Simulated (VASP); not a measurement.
Wanted: the native input for a VASP 6.6.1 run.

- Task: single point
- Functional: PBE
- Potentials or basis: VASP PAW PBE potentials, release 64 (Hf_pv, O)
- Cutoff: 600 eV
- k mesh: 12 × 12 × 12
- Occupations: gaussian, width 0.05 eV
- Spin: no spin polarisation
- Dipole correction: no
- Further INCAR settings: ALGO = Normal; EDIFF = 1e-06; NBANDS = 18

The structure of HfO2 lies in POSCAR:

```
HfO2
1.0
    0.0000000000      2.5487741521      2.5487741521
    2.5487741521      0.0000000000      2.5487741521
    2.5487741521      2.5487741521      0.0000000000
Hf O
1 2
Direct
    0.0000000000      0.0000000000      0.0000000000
    0.2500000000      0.2500000000      0.2500000000
    0.7500000000      0.7500000000      0.7500000000
```

These files were run (other wordings do the same):

INCAR

```
SYSTEM = HfO2
ALGO     = Normal         ! electronic algorithm
EDIFF    = 1E-6           ! SCF threshold, eV
ENCUT    = 600            ! plane-wave cutoff, eV
GGA      = PE             ! functional
GGA_COMPAT= .False.      
ISIF     = 2              ! what is computed and relaxed
ISMEAR   = 0              ! smearing method
LASPH    = .True.         ! aspherical terms in the spheres
LCHARG   = .False.        ! write CHGCAR
LREAL    = .False.        ! projectors in reciprocal space
LWAVE    = .False.        ! write WAVECAR
NBANDS   = 18             ! bands
NELM     = 120            ! most SCF steps
PREC     = Accurate       ! precision mode
SIGMA    = 0.05           ! smearing width, eV
```

KPOINTS

```
k-points
0
Gamma
  12 12 12
  0 0 0
```

Potentials or basis: VASP PAW PBE potentials, release 64 (Hf_pv, O).

Launch:

```sh
$ cat potpaw_PBE.64/Hf_pv/POTCAR potpaw_PBE.64/O/POTCAR > POTCAR
$ mpirun -np 1 vasp_std > vasp.out
```

It gave:

```yaml
Pressure: -3.9 GPa
Band_gap_on_the_k_mesh: 3.76 eV
```

Caveat: the cell stands under tension; spin-orbit coupling is left out, which moves the levels of the heavy elements.

It took 81 s on 1 thread of Intel(R) Xeon(R) Platinum 8375C CPU @ 2.90GHz (Ice Lake), on a shared host, peak memory 0.2 GiB.
